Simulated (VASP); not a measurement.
# Li2H (P4/mmm) in VASP: relaxation of cell and atoms with PBE

Aim: the relaxation of cell and atoms of Li2H with PBE.

Program: VASP 6.6.1. These are calculated values, not measurements. Logs are shortened: lines on timing, memory, paths and dates and some standing lists are left out, and cuts for length are marked.

## (1) The cell of the first run

It takes space group P4/mmm (No. 123, tetragonal). The conventional cell has a = 2.562 Å, b = 2.562 Å, c = 5.152 Å, α = 90.00°, β = 90.00°, γ = 90.00°. Within 2.9 Å of Li (site symmetry 4mm) lie 4 H at 2.19 Å and 6 Li at 2.45 to 2.70 Å. H (site symmetry 4/mmm) has 8 Li at 2.19 Å and 4 H at 2.56 Å within 2.9 Å.

The cell was built from a structure type or drawn by symmetry, and may not be a known phase.

## (2) Relaxation of cell and atoms, PBE

File INCAR:

```
SYSTEM = Li2H
PREC = Accurate
ENCUT = 600
EDIFF = 1E-7
ISMEAR = 0
SIGMA = 0.1
LREAL = .False.
LASPH = .True.
NELM = 80
ALGO = Normal
ISIF = 3
LWAVE = .False.
LCHARG = .False.
GGA = PE
IBRION = 2
NSW = 100
EDIFFG = -0.01
```

File KPOINTS:

```
Automatic mesh
0
Gamma
  18 18 10
  0 0 0
```

File POSCAR:

```
Li2H
1.0
    2.5620425395      0.0000000000      0.0000000000
    0.0000000000      2.5620425395      0.0000000000
    0.0000000000      0.0000000000      5.1519287765
Li H
2 1
Direct
    0.5000000000      0.5000000000      0.2621152238
    0.5000000000      0.5000000000      0.7378847762
    0.0000000000      0.0000000000      0.5000000000
```

Potentials or basis: VASP PAW PBE potentials, release 64 (Li_sv, H).

Run with:

```sh
cat potpaw_PBE.64/Li_sv/POTCAR potpaw_PBE.64/H/POTCAR > POTCAR
mpirun -np 1 vasp_std > vasp.out
```

OUTCAR:

```text
SYSTEM = Li2H
   PREC = Accurate
   ENCUT = 600
   EDIFF = 1E-7
   ISMEAR = 0
   LREAL = .False.
   LASPH = .True.
   NELM = 80
   ISIF = 3
   GGA = PE
   IBRION = 2
   NSW = 100
   EDIFFG = -0.01

 ion  position               nearest neighbor table
   1  0.500  0.500  0.262-   2 2.45
   2  0.500  0.500  0.738-   1 2.45
   3  0.000  0.000  0.500-

  LATTYP: Found a simple tetragonal cell.
 ALAT       =     2.5620425395
 C/A-ratio  =     2.0108677733

  Lattice vectors:

 A1 = (   2.5620425395,   0.0000000000,   0.0000000000)
 A2 = (   0.0000000000,   2.5620425395,   0.0000000000)
 A3 = (   0.0000000000,   0.0000000000,   5.1519287765)

Analysis of symmetry for initial positions (statically):
=====================================================================
 Subroutine PRICEL returns:
 Original cell was already a primitive cell.

 Routine SETGRP: Setting up the symmetry group for a
 simple tetragonal supercell.

 Subroutine GETGRP returns: Found 16 space group operations
 (whereof 16 operations were pure point group operations)
 out of a pool of 16 trial point group operations.

The static configuration has the point symmetry D_4h.

Analysis of symmetry for dynamics (positions and initial velocities):
=====================================================================
 Subroutine PRICEL returns:
 Original cell was already a primitive cell.

 Routine SETGRP: Setting up the symmetry group for a
 simple tetragonal supercell.

 Subroutine GETGRP returns: Found 16 space group operations
 (whereof 16 operations were pure point group operations)
 out of a pool of 16 trial point group operations.

The dynamic configuration has the point symmetry D_4h.

 Subroutine INISYM returns: Found 16 space group operations
 (whereof 16 operations are pure point group operations),
 and found     1 'primitive' translations

----------------------------------------------------------------------------------------

                                     Primitive cell

  volume of cell :      33.8176

  direct lattice vectors                    reciprocal lattice vectors
     2.562042540  0.000000000  0.000000000     0.390313582  0.000000000  0.000000000
     0.000000000  2.562042540  0.000000000     0.000000000  0.390313582  0.000000000
     0.000000000  0.000000000  5.151928777     0.000000000  0.000000000  0.194102062

  length of vectors
     2.562042540  2.562042540  5.151928777     0.390313582  0.390313582  0.194102062

  position of ions in fractional coordinates (direct lattice)
     0.500000000  0.500000000  0.262115224
     0.500000000  0.500000000  0.737884776
     0.000000000  0.000000000  0.500000000

  ion indices of the primitive-cell ions
   primitive index   ion index
                 1           1
                 2           2
                 3           3

----------------------------------------------------------------------------------------

 KPOINTS: Automatic mesh

Automatic generation of k-mesh.
 Grid dimensions read from file:
 generate k-points for:   18   18   10

 Generating k-lattice:

  Cartesian coordinates                     Fractional coordinates (reciprocal lattice)
     0.021684088  0.000000000  0.000000000     0.055555556  0.000000000  0.000000000
     0.000000000  0.021684088  0.000000000     0.000000000  0.055555556  0.000000000
     0.000000000  0.000000000  0.019410206     0.000000000  0.000000000  0.100000000

  Length of vectors
     0.021684088  0.021684088  0.019410206

  Shift w.r.t. Gamma in fractional coordinates (k-lattice)
     0.000000000  0.000000000  0.000000000

 Subroutine IBZKPT returns following result:
 ===========================================

 Found    330 irreducible k-points:

 Following reciprocal coordinates:
            Coordinates               Weight
  0.000000  0.000000  0.000000      1.000000
  0.055556  0.000000  0.000000      4.000000
  0.111111  0.000000  0.000000      4.000000
  0.166667  0.000000  0.000000      4.000000
  0.222222  0.000000  0.000000      4.000000
  0.277778  0.000000  0.000000      4.000000
[... 16 lines left out ...]
  0.277778  0.111111  0.000000      8.000000
  0.333333  0.111111  0.000000      8.000000
 [... further k-points ...]
   k-points           NKPTS =    330   k-points in BZ     NKDIM =    330   number of bands    NBANDS=      7
   number of dos      NEDOS =    301   number of ions     NIONS =      3
   total plane-waves  NPLWV =  16800
   dimension x,y,z NGX =    20 NGY =   20 NGZ =   42
   dimension x,y,z NGXF=    40 NGYF=   40 NGZF=   84
   ions per type =               2   1
   NGX,Y,Z   is equivalent  to a cutoff of  12.98, 12.98, 13.55 a.u.
   NGXF,Y,Z  is equivalent  to a cutoff of  25.96, 25.96, 27.11 a.u.
 SYSTEM =  Li2H
   PREC   = accura    normal or accurate (medium, high low for compatibility)
   ISTART =      0    job   : 0-new  1-cont  2-samecut
   ICHARG =      2    charge: 1-file 2-atom 10-const
   ISPIN  =      1    spin polarized calculation?
   LNONCOLLINEAR =      F non collinear calculations
   LSORBIT =      F    spin-orbit coupling
   LASPH  =      T    aspherical Exc in radial PAW
   ENCUT  =  600.0 eV  44.10 Ry    6.64 a.u.   5.12  5.12 10.29*2*pi/ulx,y,z
   NELM   =     80;   NELMIN=  2; NELMDL= -5     # of ELM steps
   EDIFF  = 0.1E-06   stopping-criterion for ELM
   LREAL  =      F    real-space projection
   EDIFFG = -.1E-01   stopping-criterion for IOM
   NSW    =    100    number of steps for IOM
   IBRION =      2    ionic relax: 0-MD 1-quasi-New 2-CG
   NFREE  =      1    steps in history (QN), initial steepest desc. (CG)
   ISIF   =      3    stress and relaxation
   ISYM   =      2    0-nonsym 1-usesym 2-fastsym
   POTIM  = 0.5000    time-step for ionic-motion
   TEBEG  =    0.0;   TEEND  =   0.0 temperature during run
   PSTRESS=    0.0 pullay stress
   NELECT =       7.0000    total number of electrons
   NUPDOWN=      -1.0000    fix difference up-down
   EMIN   =  10.00;   EMAX   =-10.00  energy-range for DOS
   EFERMI =   0.00;   METHOD = LEGACY
   ISMEAR =     0;   SIGMA  =   0.10  broadening in eV -4-tet -1-fermi 0-gaus
   EFERMI_NEDOS =   21; number of points for ismear=-14 and -15
   IALGO  =     38    algorithm
   IMIX   =      4    mixing-type and parameters
     AMIX     =   0.40;   BMIX     =  1.00
     AMIX_MAG =   1.60;   BMIX_MAG =  1.00
  volume/ion in A,a.u.               =      11.27        76.07
  Fermi-wavevector in a.u.,A,eV,Ry     =   0.968412  1.830033 12.759831  0.937821
  Thomas-Fermi vector in A             =   2.098379
   LORBIT       =      0    0 simple, 1 ext, 2 COOP (PROOUT), +10 PAW based schemes
   GGA     = PE    functional components
   LHFCALC =     F    Hartree Fock is set to
   AEXX    =    0.0000 exact exchange contribution
   IVDW    =     0    specifies the selected vdW correction
   LEPSILON=     F    determine dielectric tensor
   LRPA    =     F    only Hartree local field effects (RPA)
 conjugate gradient relaxation of ions
 non-spin polarized calculation
 Gauss-broadening in eV      SIGMA  =   0.10
  energy-cutoff  :      600.00
  volume of cell :       33.82
 maximum number of plane-waves:      1157
   NGX = 11   NGY = 11   NGZ = 21

--------------------------------------- Ionic step        1  -------------------------------------------

 number of electron       7.0000002 magnetization

 Free energy of the ion-electron system (eV)
  ---------------------------------------------------
  ext. energy  EPLUGINS =         0.00000000
  ---------------------------------------------------
  free energy    TOTEN  =        -7.47492534 eV

  energy without entropy =       -7.47301843  energy(sigma->0) =       -7.47397188

------------------------ aborting loop because EDIFF is reached ----------------------------------------

  FORCE on cell =-STRESS in cart. coord.  units (eV):
  Direction    XX          YY          ZZ          XY          YZ          ZX
  --------------------------------------------------------------------------------------
  -------------------------------------------------------------------------------------
  Total       -0.0906153     -0.0906153      0.0062115      0.0000000      0.0000000      0.0000000
  in kB       -4.2930864     -4.2930864      0.2942846      0.0000000      0.0000000      0.0000000
  external PRESSURE =      -2.7639627 kB  Pullay stress =       0.0000000 kB
[... 96 lines left out ...]
  energy  without entropy=       -7.4734176138  energy(sigma->0) =       -7.47436502

--------------------------------------- Ionic step        4  -------------------------------------------

 number of electron       7.0000007 magnetization

 Free energy of the ion-electron system (eV)
  ---------------------------------------------------
  ext. energy  EPLUGINS =         0.00000000
  ---------------------------------------------------
  free energy    TOTEN  =        -7.47534514 eV

  energy without entropy =       -7.47345117  energy(sigma->0) =       -7.47439815

 E-fermi :   2.1886     XC(G=0):  -7.9923

 val. band max:        2.1782672756   @ k =   0.3333   0.1111   0.1000
 cond. band min:       2.1890524362   @ k =   0.3333   0.0556   0.0000
 fundamental gap:      0.0107851606
 Fermi energy:         2.1885980660

 k-point     1 :       0.0000    0.0000    0.0000
  band No.  band energies     occupation
      1     -45.1374      2.00000
      2     -45.0922      2.00000
      3      -5.3992      2.00000
      4      -0.1974      2.00000
      5       3.7128      0.00000
      6      13.9036      0.00000
      7      14.5182      0.00000
[... 221 lines left out ...]
 k-point    24 :       0.3333    0.1111    0.0000
  band No.  band energies     occupation
      1     -45.0994      2.00000
      2     -45.0578      2.00000
      3      -3.5900      2.00000
      4       2.3828      0.00603
      5       4.5697      0.00000
      6       5.5336      0.00000
      7       8.9505      0.00000

 [... further k-points ...]

------------------------ aborting loop because EDIFF is reached ----------------------------------------

  FORCE on cell =-STRESS in cart. coord.  units (eV):
  Direction    XX          YY          ZZ          XY          YZ          ZX
  --------------------------------------------------------------------------------------
  -------------------------------------------------------------------------------------
  Total       -0.0014450     -0.0014450     -0.0225457      0.0000000      0.0000000      0.0000000
  in kB       -0.0691257     -0.0691257     -1.0785665      0.0000000      0.0000000      0.0000000
  external PRESSURE =      -0.4056060 kB  Pullay stress =       0.0000000 kB
[... 18 lines left out ...]
  FREE ENERGIE OF THE ION-ELECTRON SYSTEM (eV)
  ---------------------------------------------------
  free  energy   TOTEN  =        -7.4753451352 eV

  energy  without entropy=       -7.4734511670  energy(sigma->0) =       -7.47439815

 reached required accuracy - stopping structural energy minimisation
```

It took 74 s on 1 thread of Intel Xeon 6975P-C (Granite Rapids), shared host; peak memory 0.21 GiB.

Results:

```yaml
Free_energy: -7.4753 eV
Relaxed_volume: 11.16 Å³/atom
Relaxed_cell: a = 2.550 Å, b = 2.550 Å, c = 5.149 Å, α = 90.00°, β = 90.00°, γ = 90.00°
Space_group_after_relaxing_to_0.1_Å: P4/mmm (No. 123)
Energy_gained_by_relaxing: 0.1 meV/atom
Ionic_steps: 4
Pressure_after_relaxing: 0.0 GPa
Band_gap_on_the_k_mesh: zero (an odd number of electrons rules out a gap without spin polarisation)
```

The path:
| step | energy change (eV) | largest force (eV/Å) | pressure (GPa) | volume (Å³) |
| --- | --- | --- | --- | --- |
| 1 | 0.0000 | 0.0006 | -0.28 | 33.82 |
| 2 | -0.0002 | 0.0009 | -0.21 | 33.72 |
| 3 | -0.0004 | 0.0039 | -0.08 | 33.54 |
| 4 | -0.0004 | 0.0004 | -0.04 | 33.49 |

Final structure:
```
Li H
1.0
     2.55047    0.00000    0.00000
     0.00000    2.55047    0.00000
     0.00000    0.00000    5.14857
Li H
2 1
Direct
  0.50000 0.50000 0.26215
  0.50000 0.50000 0.73785
  0.00000 0.00000 0.50000
```

Levels at points of the mesh, in eV from the Fermi level:
| k point | band 1 | band 2 | band 3 | band 4 | band 5 | band 6 |
| --- | --- | --- | --- | --- | --- | --- |
| (0.00, 0.00, 0.00) | -47.33 | -47.28 | -7.59 | -2.39 | 1.52 | 11.72 |
| (0.50, 0.00, 0.00) | -47.28 | -47.24 | -5.14 | 1.28 | 2.43 | 2.74 |
| (0.50, 0.50, 0.00) | -47.24 | -47.20 | -1.58 | 2.41 | 2.41 | 6.86 |
| (0.00, 0.00, 0.50) | -47.31 | -47.29 | -7.48 | -3.21 | 5.31 | 5.73 |
| (0.50, 0.00, 0.50) | -47.27 | -47.25 | -4.95 | -0.05 | 1.36 | 2.73 |
| (0.50, 0.50, 0.50) | -47.23 | -47.21 | -1.53 | 3.19 | 3.19 | 4.58 |

Caveat: the cutoff is under 1.25 times the usual one of these potentials, so pressure, stress and relaxed cells hold a basis-set (Pulay) error.
